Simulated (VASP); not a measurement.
# Ta (P6/mmm) in VASP: notebook

Ta is run at these levels: RPBE; tasks: single point.

Everything below comes from runs of VASP 6.6.1. Logs are shortened: lines on timing, memory, paths and dates and some standing lists are left out, and cuts for length are marked.

### 1 The cell of the first run

Symmetry: P6/mmm, No. 191, hexagonal system. The conventional cell has a = 4.759 Å, b = 4.759 Å, c = 2.672 Å, α = 90.00°, β = 90.00°, γ = 120.00°. Ta (site symmetry 6/mmm) has 14 Ta at 2.67 to 3.06 Å within 3.5 Å. Within 3.5 Å of Ta (site symmetry -6m2) lie 11 Ta at 2.67 to 3.06 Å.

### 2 Single point, RPBE (volume scaled by 0.92)

The input, INCAR:

```
SYSTEM = Ta
PREC = Accurate
ENCUT = 520
EDIFF = 1E-6
ISMEAR = -1
SIGMA = 0.1
LREAL = .FALSE.
LASPH = .TRUE.
NELM = 100
ALGO = Normal
ISIF = 2
LWAVE = .FALSE.
LCHARG = .TRUE.
GGA = RP
LELF = .TRUE.
LVHAR = .TRUE.
NBANDS = 24
```

The input, KPOINTS:

```
Automatic mesh
0
G
  9 9 13
  0 0 0
```

The input, POSCAR:

```
Ta
1.0
    4.7590679712      0.0000000000      0.0000000000
   -2.3795339856      4.1214737614      0.0000000000
    0.0000000000      0.0000000000      2.6721809184
Ta
3
Direct
    0.0000000000      1.0000000000      0.0000000000
    0.3333333333      0.6666666667      0.5000000000
    0.6666666667      0.3333333333      0.5000000000
```

Potentials or basis: VASP PAW PBE potentials, release 64 (Ta_pv).

On the command line:

```console
$ cat potpaw_PBE.64/Ta_pv/POTCAR > POTCAR
$ mpirun -np 1 vasp_std > vasp.out
```

OUTCAR:

```text
SYSTEM = Ta
   PREC = Accurate
   ENCUT = 520
   EDIFF = 1E-6
   ISMEAR = -1
   LREAL = .FALSE.
   LASPH = .TRUE.
   NELM = 100
   ISIF = 2
   GGA = RP

 ion  position               nearest neighbor table
   1  0.000  0.000  0.000-   2 3.06   3 3.06   2 3.06   3 3.06   3 3.06   3 3.06   2 3.06   2 3.06
                             3 3.06   3 3.06   2 3.06   2 3.06
   2  0.333  0.667  0.500-   3 2.75   3 2.75   3 2.75   1 3.06   1 3.06   1 3.06   1 3.06   1 3.06
                             1 3.06
   3  0.667  0.333  0.500-   2 2.75   2 2.75   2 2.75   1 3.06   1 3.06   1 3.06   1 3.06   1 3.06
                             1 3.06

  LATTYP: Found a hexagonal cell.
 ALAT       =     4.7590679712
 C/A-ratio  =     0.5614924886

  Lattice vectors:

 A1 = (   4.7590679712,   0.0000000000,   0.0000000000)
 A2 = (  -2.3795339856,   4.1214737614,   0.0000000000)
 A3 = (   0.0000000000,   0.0000000000,   2.6721809184)

Analysis of symmetry for initial positions (statically):
=====================================================================
 Subroutine PRICEL returns:
 Original cell was already a primitive cell.

 Routine SETGRP: Setting up the symmetry group for a
 hexagonal supercell.

 Subroutine GETGRP returns: Found 24 space group operations
 (whereof 24 operations were pure point group operations)
 out of a pool of 24 trial point group operations.

The static configuration has the point symmetry D_6h.

Analysis of symmetry for dynamics (positions and initial velocities):
=====================================================================
 Subroutine PRICEL returns:
 Original cell was already a primitive cell.

 Routine SETGRP: Setting up the symmetry group for a
 hexagonal supercell.

 Subroutine GETGRP returns: Found 24 space group operations
 (whereof 24 operations were pure point group operations)
 out of a pool of 24 trial point group operations.

The dynamic configuration has the point symmetry D_6h.

 Subroutine INISYM returns: Found 24 space group operations
 (whereof 24 operations are pure point group operations),
 and found     1 'primitive' translations

----------------------------------------------------------------------------------------

                                     Primitive cell

  volume of cell :      52.4132

  direct lattice vectors                    reciprocal lattice vectors
     4.759067971  0.000000000  0.000000000     0.210125177  0.121315828  0.000000000
    -2.379533986  4.121473761  0.000000000     0.000000000  0.242631655  0.000000000
     0.000000000  0.000000000  2.672180918     0.000000000  0.000000000  0.374226159

  length of vectors
     4.759067971  4.759067971  2.672180918     0.242631655  0.242631655  0.374226159

  position of ions in fractional coordinates (direct lattice)
     0.000000000  0.000000000  0.000000000
     0.333333333  0.666666667  0.500000000
     0.666666667  0.333333333  0.500000000

  ion indices of the primitive-cell ions
   primitive index   ion index
                 1           1
                 2           2
                 3           3

----------------------------------------------------------------------------------------

 KPOINTS: Automatic mesh

Automatic generation of k-mesh.
 Grid dimensions read from file:
 generate k-points for:    9    9   13

 Generating k-lattice:

  Cartesian coordinates                     Fractional coordinates (reciprocal lattice)
     0.023347242  0.013479536  0.000000000     0.111111111  0.000000000  0.000000000
     0.000000000  0.026959073  0.000000000     0.000000000  0.111111111  0.000000000
     0.000000000  0.000000000  0.028786628     0.000000000  0.000000000  0.076923077

  Length of vectors
     0.026959073  0.026959073  0.028786628

  Shift w.r.t. Gamma in fractional coordinates (k-lattice)
     0.000000000  0.000000000  0.000000000

 Subroutine IBZKPT returns following result:
 ===========================================

 Found     84 irreducible k-points:

 Following reciprocal coordinates:
            Coordinates               Weight
  0.000000  0.000000  0.000000      1.000000
  0.111111  0.000000  0.000000      6.000000
  0.222222  0.000000  0.000000      6.000000
  0.333333  0.000000  0.000000      6.000000
  0.444444  0.000000  0.000000      6.000000
  0.111111  0.111111  0.000000      6.000000
[... 16 lines left out ...]
  0.333333  0.222222  0.076923     24.000000
  0.333333  0.333333  0.076923      4.000000
 [... further k-points ...]
   k-points           NKPTS =     84   k-points in BZ     NKDIM =     84   number of bands    NBANDS=     24
   number of dos      NEDOS =    301   number of ions     NIONS =      3
   total plane-waves  NPLWV =  25920
   dimension x,y,z NGX =    36 NGY =   36 NGZ =   20
   dimension x,y,z NGXF=    72 NGYF=   72 NGZF=   40
   ions per type =               3
   NGX,Y,Z   is equivalent  to a cutoff of  12.58, 12.58, 12.44 a.u.
   NGXF,Y,Z  is equivalent  to a cutoff of  25.15, 25.15, 24.89 a.u.
 SYSTEM =  Ta
   PREC   = accura    normal or accurate (medium, high low for compatibility)
   ISTART =      0    job   : 0-new  1-cont  2-samecut
   ICHARG =      2    charge: 1-file 2-atom 10-const
   ISPIN  =      1    spin polarized calculation?
   LNONCOLLINEAR =      F non collinear calculations
   LSORBIT =      F    spin-orbit coupling
   LASPH  =      T    aspherical Exc in radial PAW
   ENCUT  =  520.0 eV  38.22 Ry    6.18 a.u.   8.85  8.85  4.97*2*pi/ulx,y,z
   NELM   =    100;   NELMIN=  2; NELMDL= -5     # of ELM steps
   EDIFF  = 0.1E-05   stopping-criterion for ELM
   LREAL  =      F    real-space projection
   EDIFFG = 0.1E-04   stopping-criterion for IOM
   NSW    =      0    number of steps for IOM
   IBRION =     -1    ionic relax: 0-MD 1-quasi-New 2-CG
   NFREE  =      0    steps in history (QN), initial steepest desc. (CG)
   ISIF   =      2    stress and relaxation
   ISYM   =      2    0-nonsym 1-usesym 2-fastsym
   POTIM  = 0.5000    time-step for ionic-motion
   TEBEG  =    0.0;   TEEND  =   0.0 temperature during run
   PSTRESS=    0.0 pullay stress
   NELECT =      33.0000    total number of electrons
   NUPDOWN=      -1.0000    fix difference up-down
   EMIN   =  10.00;   EMAX   =-10.00  energy-range for DOS
   EFERMI =   0.00;   METHOD = LEGACY
   ISMEAR =    -1;   SIGMA  =   0.10  broadening in eV -4-tet -1-fermi 0-gaus
   EFERMI_NEDOS =   21; number of points for ismear=-14 and -15
   IALGO  =     38    algorithm
   IMIX   =      4    mixing-type and parameters
     AMIX     =   0.40;   BMIX     =  1.00
     AMIX_MAG =   1.60;   BMIX_MAG =  1.00
  volume/ion in A,a.u.               =      17.47       117.90
  Fermi-wavevector in a.u.,A,eV,Ry     =   1.403135  2.651540 26.786974  1.968787
  Thomas-Fermi vector in A             =   2.525827
   LORBIT       =      0    0 simple, 1 ext, 2 COOP (PROOUT), +10 PAW based schemes
   GGA     = RP    functional components
   LHFCALC =     F    Hartree Fock is set to
   AEXX    =    0.0000 exact exchange contribution
   IVDW    =     0    specifies the selected vdW correction
   LEPSILON=     F    determine dielectric tensor
   LRPA    =     F    only Hartree local field effects (RPA)
 non-spin polarized calculation
  energy-cutoff  :      520.00
  volume of cell :       52.41
 maximum number of plane-waves:      1438
 NGX is ok and might be reduce to    36
   NGX = 17   NGY = 17   NGZ =  9

 number of electron      32.9999996 magnetization

 Free energy of the ion-electron system (eV)
  ---------------------------------------------------
  ext. energy  EPLUGINS =         0.00000000
  ---------------------------------------------------
  free energy    TOTEN  =       -33.10233684 eV

  energy without entropy =      -33.00505431  energy(sigma->0) =      -33.05369557

 E-fermi :   6.1312     XC(G=0): -12.7086

 val. band max:        6.1303929112   @ k =   0.3333   0.0000   0.1538
 cond. band min:       6.1347153771   @ k =   0.3333   0.0000   0.2308
 fundamental gap:      0.0043224660
 Fermi energy:         6.1311521461

 k-point     1 :       0.0000    0.0000    0.0000
  band No.  band energies     occupation
      1     -28.2144      2.00000
      2     -28.2144      2.00000
      3     -27.9593      2.00000
      4     -27.9593      2.00000
      5     -27.2392      2.00000
      6     -27.2392      2.00000
[... 16 lines left out ...]
     23       9.6808      0.00000
     24      13.1712      0.00000

 k-point     2 :       0.1111    0.0000    0.0000
  band No.  band energies     occupation
      1     -28.2670      2.00000
      2     -28.2418      2.00000
      3     -27.8961      2.00000
      4     -27.8843      2.00000
      5     -27.2899      2.00000
      6     -27.2482      2.00000
[... 16 lines left out ...]
     23      10.2550      0.00000
     24      12.8213      0.00000

 k-point     3 :       0.2222    0.0000    0.0000
  band No.  band energies     occupation
      1     -28.3540      2.00000
      2     -28.2521      2.00000
      3     -27.7783      2.00000
      4     -27.7431      2.00000
      5     -27.4284      2.00000
      6     -27.2752      2.00000
[... 16 lines left out ...]
     23      10.9693      0.00000
     24      12.0029      0.00000

 k-point     4 :       0.3333    0.0000    0.0000
  band No.  band energies     occupation
      1     -28.4239      2.00000
      2     -28.1951      2.00000
      3     -27.6619      2.00000
      4     -27.6612      2.00000
      5     -27.5741      2.00000
      6     -27.3179      2.00000
[... 16 lines left out ...]
     23      11.3661      0.00000
     24      11.6417      0.00000

 k-point     5 :       0.4444    0.0000    0.0000
  band No.  band energies     occupation
      1     -28.4615      2.00000
      2     -28.0770      2.00000
      3     -27.8375      2.00000
      4     -27.5754      2.00000
      5     -27.5212      2.00000
      6     -27.3633      2.00000
[... 16 lines left out ...]
     23      11.0080      0.00000
     24      11.9061      0.00000

 k-point     6 :       0.1111    0.1111    0.0000
  band No.  band energies     occupation
      1     -28.3164      2.00000
      2     -28.2722      2.00000
      3     -27.7986      2.00000
      4     -27.7920      2.00000
      5     -27.3862      2.00000
      6     -27.2646      2.00000
[... 16 lines left out ...]
     23      10.7076      0.00000
     24      12.2377      0.00000
[... 379 lines left out ...]
 k-point    21 :       0.4444    0.1111    0.0769
  band No.  band energies     occupation
      1     -28.4203      2.00000
      2     -28.0554      2.00000
      3     -27.9089      2.00000
      4     -27.5434      2.00000
      5     -27.5096      2.00000
      6     -27.3518      2.00000
[... 16 lines left out ...]
     23      10.4494      0.00000
     24      11.8409      0.00000

 k-point    22 :       0.2222    0.2222    0.0769
  band No.  band energies     occupation
      1     -28.3507      2.00000
      2     -28.2292      2.00000
      3     -27.7530      2.00000
      4     -27.5725      2.00000
      5     -27.5692      2.00000
      6     -27.3133      2.00000
[... 16 lines left out ...]
     23      11.5405      0.00000
     24      11.6387      0.00000

 k-point    23 :       0.3333    0.2222    0.0769
  band No.  band energies     occupation
      1     -28.3507      2.00000
      2     -28.1402      2.00000
      3     -27.9345      2.00000
      4     -27.5217      2.00000
      5     -27.5118      2.00000
      6     -27.3302      2.00000
[... 16 lines left out ...]
     23      11.0271      0.00000
     24      11.8077      0.00000

 k-point    24 :       0.3333    0.3333    0.0769
  band No.  band energies     occupation
      1     -28.3080      2.00000
      2     -28.0782      2.00000
      3     -28.0782      2.00000
      4     -27.4992      2.00000
      5     -27.4992      2.00000
      6     -27.3262      2.00000
[... 16 lines left out ...]
     23      10.5615      0.00000
     24      11.3398      0.00000

 [... further k-points ...]

------------------------ aborting loop because EDIFF is reached ----------------------------------------

  FORCE on cell =-STRESS in cart. coord.  units (eV):
  Direction    XX          YY          ZZ          XY          YZ          ZX
  --------------------------------------------------------------------------------------
  -------------------------------------------------------------------------------------
  Total        5.5385708      5.5385708      6.0468641      0.0000000      0.0000000     -0.0000000
  in kB      169.3043002    169.3043002    184.8419258      0.0000000      0.0000000     -0.0000000
  external PRESSURE =     174.4835087 kB  Pullay stress =       0.0000000 kB

 VOLUME and BASIS-vectors are now :
 -----------------------------------------------------------------------------
  energy-cutoff  :      520.00
  volume of cell :       52.41
      direct lattice vectors                 reciprocal lattice vectors
     4.759067971  0.000000000  0.000000000     0.210125177  0.121315828  0.000000000
    -2.379533986  4.121473761  0.000000000     0.000000000  0.242631655  0.000000000
     0.000000000  0.000000000  2.672180918     0.000000000  0.000000000  0.374226159

 POSITION                                       TOTAL-FORCE (eV/Angst)
 -----------------------------------------------------------------------------------
      0.00000      0.00000      0.00000        -0.000000      0.000000     -0.000000
     -0.00000      2.74765      1.33609        -0.000000      0.000000      0.000000
      2.37953      1.37382      1.33609         0.000000      0.000000     -0.000000
 -----------------------------------------------------------------------------------
    total drift:                                0.000000      0.000000     -0.000000

  FREE ENERGIE OF THE ION-ELECTRON SYSTEM (eV)
  ---------------------------------------------------
  free  energy   TOTEN  =       -33.1023368387 eV

  energy  without entropy=      -33.0050543089  energy(sigma->0) =      -33.05369557
```

It took 58 s on 1 thread of Intel Xeon 6975P-C, shared host; peak memory 0.22 GiB.

What came out:

* Free energy: -33.1023 eV
* Pressure: 17.4 GPa

Levels at points of the mesh, in eV from the Fermi level:
```tsv
k point	band 13	band 14	band 15	band 16	band 17	band 18	band 19	band 20	band 21	band 22
(0.00, 0.00, 0.00)	-1.48	-1.48	-1.47	-1.47	-0.73	1.04	1.04	3.48	3.48	3.55
```

Caveat: the cell differs from its parent crystal (volume scaled by 0.92); the PAW data sets were made with another functional, which shifts forces and pressure a little; spin-orbit coupling is left out, which moves the levels of the heavy elements.

### 3 Single point, RPBE (volume scaled by 0.96)

The input, INCAR:

```
PREC = Accurate ; ENCUT = 520
EDIFF = 1E-7 ; ISMEAR = -1
SIGMA = 0.1 ; LREAL = F
LASPH = T ; NELM = 60
ALGO = Normal ; ISIF = 2
LWAVE = F ; LCHARG = F
GGA = RP ; NBANDS = 24
```

The input, KPOINTS:

```
regular mesh
0
Gamma
  9 9 13
```

The input, POSCAR:

```
Ta
1.0
    4.8270638431      0.0000000000      0.0000000000
   -2.4135319215      4.1803599139      0.0000000000
    0.0000000000      0.0000000000      2.7103600897
Ta
3
Direct
    0.0000000000      1.0000000000      0.0000000000
    0.3333333333      0.6666666667      0.5000000000
    0.6666666667      0.3333333333      0.5000000000
```

Potentials or basis: VASP PAW PBE potentials, release 64 (Ta_pv).

On the command line:

```console
$ cat potpaw_PBE.64/Ta_pv/POTCAR > POTCAR
$ mpirun -np 1 vasp_std > vasp.out
```

Run time: 63 s. Hardware: 1 thread of Intel Xeon 6975P-C, shared host; peak memory 0.22 GiB.

It converged, with:

| Item | Value |
| --- | --- |
| Free energy | -33.2814 eV |
| Pressure | 7.9 GPa |

Stress tensor (GPa, compression positive):
```
7.72 0.00 0.00
0.00 7.72 0.00
0.00 0.00 8.33
```

Levels at points of the mesh, in eV from the Fermi level:
```tsv
k point	band 14	band 15	band 16	band 17	band 18	band 19	band 20	band 21
(0.00, 0.00, 0.00)	-1.46	-1.46	-1.46	-0.69	1.03	1.03	3.35	3.35
```

Caveat: the cell differs from its parent crystal (volume scaled by 0.96); the PAW data sets were made with another functional, which shifts forces and pressure a little; spin-orbit coupling is left out, which moves the levels of the heavy elements.

### 4 Single point, RPBE

This run uses another cell than the first one, of 18.99 Å³/atom, 1.087 times its volume.

The input, INCAR:

```
  ALGO = Normal
  EDIFF = 1E-6
  ENCUT = 520
  GGA = RP
  ISIF = 2
  ISMEAR = -1
  LASPH = T
  LCHARG = T
  LELF = T
  LREAL = F
  LVHAR = T
  LWAVE = F
  NBANDS = 24
  NELM = 80
  PREC = Accurate
  SIGMA = 0.1
```

The input, KPOINTS:

```
k-points
0
Gamma
  9 9 13
```

The input, POSCAR:

```
Ta
1.0
    4.8931962232      0.0000000000      0.0000000000
   -2.4465981116      4.2376322350      0.0000000000
    0.0000000000      0.0000000000      2.7474929244
Ta
3
Direct
    0.0000000000      1.0000000000      0.0000000000
    0.3333333333      0.6666666667      0.5000000000
    0.6666666667      0.3333333333      0.5000000000
```

On the command line:

```console
$ cat potpaw_PBE.64/Ta_pv/POTCAR > POTCAR
$ mpirun -np 1 vasp_std > vasp.out
```

Run time: 53 s. Hardware: 1 thread of Intel Xeon 6975P-C, shared host; peak memory 0.23 GiB.

Results (log left out):

```
Free energy : -33.3372 eV
Pressure    : 0.0 GPa
```

Stress tensor (GPa, compression positive):
```
 0.11  0.00  0.00
 0.00  0.11  0.00
 0.00  0.00 -0.08
```

Levels at points of the mesh, in eV from the Fermi level:
```tsv
k point	band 15	band 16	band 17	band 18	band 19	band 20
(0.00, 0.00, 0.00)	-1.43	-1.43	-0.65	1.01	1.01	3.22
```

Caveat: the PAW data sets were made with another functional, which shifts forces and pressure a little; spin-orbit coupling is left out, which moves the levels of the heavy elements.

(Part 1 of 2 ends here.)
